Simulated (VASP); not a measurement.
Runs of VASP 6.6.1 on HfC. It takes space group Fm-3m (No. 225, cubic). Conventional cell: a = 4.650 Å, b = 4.650 Å, c = 4.650 Å, α = 90.00°, β = 90.00°, γ = 90.00°. Hf (site symmetry m-3m) has 6 C at 2.33 Å within 3.1 Å. Within 3.1 Å of C (site symmetry m-3m) lie 6 Hf at 2.33 Å. 

```tsv
k mesh	smearing	gap on the mesh (eV)	pressure (GPa)
6 × 6 × 6	methfessel-paxton 0.05 eV	none	-0.5
3 × 3 × 3	methfessel-paxton 0.05 eV	none	-0.5
5 × 5 × 5	methfessel-paxton 0.05 eV	none	(a)
4 × 4 × 4	methfessel-paxton 0.0406 eV	none	-1.8
7 × 7 × 7	methfessel-paxton 0.05 eV	none	-0.3
```

Alike in all rows: task single point; level PBE; potentials or basis VASP PAW PBE potentials, release 64 (Hf_pv, C); no spin polarisation; cell as given; cutoff (eV) 520.

Problem. Fill in the values left out.

Solution. (a) 0.3.

Caveats: some runs use coarse meshes; spin-orbit coupling is left out, which moves the levels of the heavy elements.

A k mesh can miss the band edges, and the runs leave out spin-orbit coupling on Hf.

A gap of «none» marks levels without a gap at the run's occupations.
